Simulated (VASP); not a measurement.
# AlCo (NiAs type) (P6_3/mmc) in VASP: further runs

The runs below take AlCo (NiAs type) through single point, relaxation of cell and atoms, with PBE.

Program: VASP 6.6.1. These are calculated values, not measurements. Logs are shortened: lines on timing, memory, paths and dates and some standing lists are left out, and cuts for length are marked.

### 1 The cell of the first run

The structure is hexagonal, space group P6_3/mmc (No. 194). Conventional cell: a = 2.440 Å, b = 2.440 Å, c = 7.047 Å, α = 90.00°, β = 90.00°, γ = 120.00°. Within 3.0 Å of Co (site symmetry -3m) lie 6 Al at 2.26 Å and 6 Co at 2.44 Å. Within 3.0 Å of Al (site symmetry -6m2) lie 6 Co at 2.26 Å and 6 Al at 2.44 Å.

### 2 Single point, PBE

INCAR

```
SYSTEM = AlCo
ALGO = Normal
EDIFF = 1E-6
ENCUT = 520
GGA = PE
ISIF = 2
ISMEAR = -1
LASPH = .True.
LCHARG = .False.
LREAL = .False.
LWAVE = .False.
NBANDS = 20
NELM = 60
PREC = Accurate
SIGMA = 0.08
```

KPOINTS

```
k-points
0
Gamma
  12 12 7
  0 0 0
```

POSCAR

```
AlCo
1.0
    2.4403736197      0.0000000000      0.0000000000
   -1.2201868099      2.1134255494      0.0000000000
    0.0000000000      0.0000000000      7.0472211633
Co Al
2 2
Direct
    0.0000000000      0.0000000000      0.0000000000
    0.0000000000      0.0000000000      0.5000000000
    0.3333333333      0.6666666667      0.2500000000
    0.6666666667      0.3333333333      0.7500000000
```

Potentials or basis: VASP PAW PBE potentials, release 64 (Co, Al).

Launch:

```console
$ cat potpaw_PBE.64/Co/POTCAR potpaw_PBE.64/Al/POTCAR > POTCAR
$ mpirun -np 1 vasp_std > vasp.out
```

OUTCAR:

```text
SYSTEM = AlCo
   EDIFF = 1E-6
   ENCUT = 520
   GGA = PE
   ISIF = 2
   ISMEAR = -1
   LASPH = .True.
   LREAL = .False.
   NELM = 60
   PREC = Accurate

 ion  position               nearest neighbor table
   1  0.000  0.000  0.000-   3 2.26   4 2.26   4 2.26   3 2.26   4 2.26   3 2.26
   2  0.000  0.000  0.500-   3 2.26   4 2.26   4 2.26   3 2.26   4 2.26   3 2.26
   3  0.333  0.667  0.250-   1 2.26   2 2.26   1 2.26   2 2.26   1 2.26   2 2.26
   4  0.667  0.333  0.750-   1 2.26   2 2.26   1 2.26   2 2.26   1 2.26   2 2.26

  LATTYP: Found a hexagonal cell.
 ALAT       =     2.4403736197
 C/A-ratio  =     2.8877632123

  Lattice vectors:

 A1 = (   2.4403736197,   0.0000000000,   0.0000000000)
 A2 = (  -1.2201868099,   2.1134255494,   0.0000000000)
 A3 = (   0.0000000000,   0.0000000000,   7.0472211633)

Analysis of symmetry for initial positions (statically):
=====================================================================
 Subroutine PRICEL returns:
 Original cell was already a primitive cell.

 Routine SETGRP: Setting up the symmetry group for a
 hexagonal supercell.

 Subroutine GETGRP returns: Found 24 space group operations
 (whereof 12 operations were pure point group operations)
 out of a pool of 24 trial point group operations.

The static configuration has the point symmetry D_3d.
 The point group associated with its full space group is D_6h.

Analysis of symmetry for dynamics (positions and initial velocities):
=====================================================================
 Subroutine PRICEL returns:
 Original cell was already a primitive cell.

 Routine SETGRP: Setting up the symmetry group for a
 hexagonal supercell.

 Subroutine GETGRP returns: Found 24 space group operations
 (whereof 12 operations were pure point group operations)
 out of a pool of 24 trial point group operations.

The dynamic configuration has the point symmetry D_3d.
 The point group associated with its full space group is D_6h.

 Subroutine INISYM returns: Found 24 space group operations
 (whereof 12 operations are pure point group operations),
 and found     1 'primitive' translations

----------------------------------------------------------------------------------------

                                     Primitive cell

  volume of cell :      36.3464

  direct lattice vectors                    reciprocal lattice vectors
     2.440373620  0.000000000  0.000000000     0.409773320  0.236582737  0.000000000
    -1.220186810  2.113425549  0.000000000     0.000000000  0.473165473  0.000000000
     0.000000000  0.000000000  7.047221163     0.000000000  0.000000000  0.141899903

  length of vectors
     2.440373620  2.440373620  7.047221163     0.473165473  0.473165473  0.141899903

  position of ions in fractional coordinates (direct lattice)
     0.000000000  0.000000000  0.000000000
     0.000000000  0.000000000  0.500000000
     0.333333333  0.666666667  0.250000000
     0.666666667  0.333333333  0.750000000

  ion indices of the primitive-cell ions
   primitive index   ion index
                 1           1
                 2           2
                 3           3
                 4           4

----------------------------------------------------------------------------------------

 KPOINTS: k-points

Automatic generation of k-mesh.
 Grid dimensions read from file:
 generate k-points for:   12   12    7

 Generating k-lattice:

  Cartesian coordinates                     Fractional coordinates (reciprocal lattice)
     0.034147777  0.019715228  0.000000000     0.083333333  0.000000000  0.000000000
     0.000000000  0.039430456  0.000000000     0.000000000  0.083333333  0.000000000
     0.000000000  0.000000000  0.020271415     0.000000000  0.000000000  0.142857143

  Length of vectors
     0.039430456  0.039430456  0.020271415

  Shift w.r.t. Gamma in fractional coordinates (k-lattice)
     0.000000000  0.000000000  0.000000000

 Subroutine IBZKPT returns following result:
 ===========================================

 Found     76 irreducible k-points:

 Following reciprocal coordinates:
            Coordinates               Weight
  0.000000  0.000000  0.000000      1.000000
  0.083333  0.000000  0.000000      6.000000
  0.166667 -0.000000  0.000000      6.000000
  0.250000  0.000000  0.000000      6.000000
  0.333333 -0.000000  0.000000      6.000000
  0.416667  0.000000  0.000000      6.000000
[... 16 lines left out ...]
  0.250000  0.000000  0.142857     12.000000
  0.333333 -0.000000  0.142857     12.000000
 [... further k-points ...]
   k-points           NKPTS =     76   k-points in BZ     NKDIM =     76   number of bands    NBANDS=     20
   number of dos      NEDOS =    301   number of ions     NIONS =      4
   total plane-waves  NPLWV =  17496
   dimension x,y,z NGX =    18 NGY =   18 NGZ =   54
   dimension x,y,z NGXF=    36 NGYF=   36 NGZF=  108
   ions per type =               2   2
   NGX,Y,Z   is equivalent  to a cutoff of  12.26, 12.26, 12.74 a.u.
   NGXF,Y,Z  is equivalent  to a cutoff of  24.52, 24.52, 25.48 a.u.
 SYSTEM =  AlCo
   PREC   = accura    normal or accurate (medium, high low for compatibility)
   ISTART =      0    job   : 0-new  1-cont  2-samecut
   ICHARG =      2    charge: 1-file 2-atom 10-const
   ISPIN  =      1    spin polarized calculation?
   LNONCOLLINEAR =      F non collinear calculations
   LSORBIT =      F    spin-orbit coupling
   LASPH  =      T    aspherical Exc in radial PAW
   ENCUT  =  520.0 eV  38.22 Ry    6.18 a.u.   4.54  4.54 13.10*2*pi/ulx,y,z
   NELM   =     60;   NELMIN=  2; NELMDL= -5     # of ELM steps
   EDIFF  = 0.1E-05   stopping-criterion for ELM
   LREAL  =      F    real-space projection
   EDIFFG = 0.1E-04   stopping-criterion for IOM
   NSW    =      0    number of steps for IOM
   IBRION =     -1    ionic relax: 0-MD 1-quasi-New 2-CG
   NFREE  =      0    steps in history (QN), initial steepest desc. (CG)
   ISIF   =      2    stress and relaxation
   ISYM   =      2    0-nonsym 1-usesym 2-fastsym
   POTIM  = 0.5000    time-step for ionic-motion
   TEBEG  =    0.0;   TEEND  =   0.0 temperature during run
   PSTRESS=    0.0 pullay stress
   NELECT =      24.0000    total number of electrons
   NUPDOWN=      -1.0000    fix difference up-down
   EMIN   =  10.00;   EMAX   =-10.00  energy-range for DOS
   EFERMI =   0.00;   METHOD = LEGACY
   ISMEAR =    -1;   SIGMA  =   0.08  broadening in eV -4-tet -1-fermi 0-gaus
   EFERMI_NEDOS =   21; number of points for ismear=-14 and -15
   IALGO  =     38    algorithm
   IMIX   =      4    mixing-type and parameters
     AMIX     =   0.40;   BMIX     =  1.00
     AMIX_MAG =   1.60;   BMIX_MAG =  1.00
  volume/ion in A,a.u.               =       9.09        61.32
  Fermi-wavevector in a.u.,A,eV,Ry     =   1.425580  2.693955 27.650816  2.032278
  Thomas-Fermi vector in A             =   2.545949
   LORBIT       =      0    0 simple, 1 ext, 2 COOP (PROOUT), +10 PAW based schemes
   GGA     = PE    functional components
   LHFCALC =     F    Hartree Fock is set to
   AEXX    =    0.0000 exact exchange contribution
   IVDW    =     0    specifies the selected vdW correction
   LEPSILON=     F    determine dielectric tensor
   LRPA    =     F    only Hartree local field effects (RPA)
 non-spin polarized calculation
  energy-cutoff  :      520.00
  volume of cell :       36.35
 maximum number of plane-waves:      1001
   NGX =  9   NGY =  9   NGZ = 27

 number of electron      23.9999985 magnetization

 Free energy of the ion-electron system (eV)
  ---------------------------------------------------
  ext. energy  EPLUGINS =         0.00000000
  ---------------------------------------------------
  free energy    TOTEN  =       -20.21463804 eV

  energy without entropy =      -20.15781599  energy(sigma->0) =      -20.18622701

 E-fermi :  14.1202     XC(G=0): -13.5021

 val. band max:       14.1083833421   @ k =   0.1667   0.0833   0.4286
 cond. band min:      14.1471732347   @ k =   0.4167   0.0833   0.4286
 fundamental gap:      0.0387898925
 Fermi energy:        14.1201940940

 k-point     1 :       0.0000    0.0000    0.0000
  band No.  band energies     occupation
      1       1.1961      2.00000
      2       3.3994      2.00000
      3       5.4454      2.00000
      4       9.2877      2.00000
      5      11.3816      2.00000
      6      12.0580      2.00000
[... 12 lines left out ...]
     19      31.0814      0.00000
     20      31.0814      0.00000

 k-point     2 :       0.0833    0.0000    0.0000
  band No.  band energies     occupation
      1       1.4312      2.00000
      2       3.5854      2.00000
      3       5.6963      2.00000
      4       9.4480      2.00000
      5      11.4448      2.00000
      6      11.7164      2.00000
[... 12 lines left out ...]
     19      29.0285      0.00000
     20      30.4917      0.00000

 k-point     3 :       0.1667   -0.0000    0.0000
  band No.  band energies     occupation
      1       2.1246      2.00000
      2       4.1326      2.00000
      3       6.4221      2.00000
      4       9.8619      2.00000
      5      11.0833      2.00000
      6      11.5610      2.00000
[... 12 lines left out ...]
     19      27.8101      0.00000
     20      29.5918      0.00000

 k-point     4 :       0.2500    0.0000    0.0000
  band No.  band energies     occupation
      1       3.2401      2.00000
      2       5.0048      2.00000
      3       7.5175      2.00000
      4      10.2473      2.00000
      5      10.5651      2.00000
      6      11.3002      2.00000
[... 12 lines left out ...]
     19      26.5773      0.00000
     20      26.6088      0.00000

 k-point     5 :       0.3333   -0.0000    0.0000
  band No.  band energies     occupation
      1       4.7069      2.00000
      2       6.1244      2.00000
      3       8.6592      2.00000
      4      10.1657      2.00000
      5      10.2148      2.00000
      6      11.2072      2.00000
[... 12 lines left out ...]
     19      25.6133      0.00000
     20      26.6400      0.00000
[... 353 lines left out ...]
      6      11.6764      2.00000
[... 12 lines left out ...]
     19      29.0887      0.00000
     20      30.4015      0.00000

 k-point    22 :       0.1667   -0.0000    0.1429
  band No.  band energies     occupation
      1       2.1850      2.00000
      2       3.9259      2.00000
      3       6.6956      2.00000
      4       9.7316      2.00000
      5      11.1026      2.00000
      6      11.5259      2.00000
[... 12 lines left out ...]
     19      27.8745      0.00000
     20      29.4571      0.00000

 k-point    23 :       0.2500    0.0000    0.1429
  band No.  band energies     occupation
      1       3.2963      2.00000
      2       4.8427      2.00000
      3       7.7238      2.00000
      4      10.0981      2.00000
      5      10.6521      2.00000
      6      11.2726      2.00000
[... 12 lines left out ...]
     19      26.6797      0.00000
     20      26.7366      0.00000

 k-point    24 :       0.3333   -0.0000    0.1429
  band No.  band energies     occupation
      1       4.7570      2.00000
      2       6.0154      2.00000
      3       8.7551      2.00000
      4       9.9981      2.00000
      5      10.3537      2.00000
      6      11.1635      2.00000
[... 12 lines left out ...]
     19      25.6890      0.00000
     20      26.5360      0.00000

 [... further k-points ...]
[... 5 lines left out ...]
  --------------------------------------------------------------------------------------
  -------------------------------------------------------------------------------------
  Total       20.1395044     20.1395044     20.0526600     -0.0000000     -0.0000000     -0.0000000
  in kB      887.7653399    887.7653399    883.9371711     -0.0000000     -0.0000000     -0.0000000
  external PRESSURE =     886.4892837 kB  Pullay stress =       0.0000000 kB

 VOLUME and BASIS-vectors are now :
 -----------------------------------------------------------------------------
  energy-cutoff  :      520.00
  volume of cell :       36.35
      direct lattice vectors                 reciprocal lattice vectors
     2.440373620  0.000000000  0.000000000     0.409773320  0.236582737  0.000000000
    -1.220186810  2.113425549  0.000000000     0.000000000  0.473165473  0.000000000
     0.000000000  0.000000000  7.047221163     0.000000000  0.000000000  0.141899903

 POSITION                                       TOTAL-FORCE (eV/Angst)
 -----------------------------------------------------------------------------------
      0.00000      0.00000      0.00000        -0.000000      0.000000      0.000000
      0.00000      0.00000      3.52361        -0.000000      0.000000      0.000000
     -0.00000      1.40895      1.76181         0.000000     -0.000000     -0.000000
      1.22019      0.70448      5.28542         0.000000      0.000000      0.000000
 -----------------------------------------------------------------------------------
    total drift:                                0.000000      0.000000      0.000000

  FREE ENERGIE OF THE ION-ELECTRON SYSTEM (eV)
  ---------------------------------------------------
  free  energy   TOTEN  =       -20.2146380425 eV

  energy  without entropy=      -20.1578159863  energy(sigma->0) =      -20.18622701
```

Run time: 51 s. Hardware: 1 thread of Intel Xeon Platinum 8375C at 2.90GHz (Ice Lake), shared host; peak memory 0.17 GiB.

What came out:

* Free energy: -20.2146 eV
* Pressure: 88.6 GPa
* Band gap on the k mesh: zero (band 12 reaches 15.36 eV, above the bottom of band 13 at 13.08 eV)

Stress tensor (GPa, compression positive):
```
88.78  0.00  0.00
 0.00 88.78  0.00
 0.00  0.00 88.39
```

### 3 Single point, PBE

INCAR

```
PREC = Accurate ; ENCUT = 520
EDIFF = 1E-7 ; ISMEAR = -1
SIGMA = 0.08 ; LREAL = False
LASPH = True ; NELM = 100
ALGO = Normal ; ISIF = 2
LWAVE = False ; LCHARG = True
GGA = PE ; LELF = True
LVHAR = True ; NBANDS = 20
```

KPOINTS

```
Automatic mesh
0
Gamma
  12 12 7
```

POSCAR is that of step 2.

Potentials or basis: VASP PAW PBE potentials, release 64 (Co, Al).

Launch:

```console
$ cat potpaw_PBE.64/Co/POTCAR potpaw_PBE.64/Al/POTCAR > POTCAR
$ mpirun -np 1 vasp_std > vasp.out
```

Wall time 56 s (1 thread of Intel Xeon Platinum 8375C at 2.90GHz (Ice Lake), shared host); peak memory 0.18 GiB.

Results (log left out):

| Property | Result |
| --- | --- |
| Free energy | -20.2146 eV |
| Pressure | 88.8 GPa |
| Band gap on the k mesh | zero (band 12 reaches 15.36 eV, above the bottom of band 13 at 13.08 eV) |

Stress tensor (GPa, compression positive):
```
88.89  0.00  0.00
 0.00 88.89  0.00
 0.00  0.00 88.50
```

Levels at points of the mesh, in eV from the Fermi level:
```
           k point  band 10  band 11  band 12  band 13  band 14  band 15
(0.00, 0.00, 0.00)    -1.90    -0.90    -0.90    -0.77    -0.77     4.56
(0.50, 0.00, 0.00)    -1.37    -1.13     0.24     0.25     1.80     3.21
```

Spin polarisation is off, so any magnetic state and its effect on volume and gap are missing.

[end of part 1 of 2]
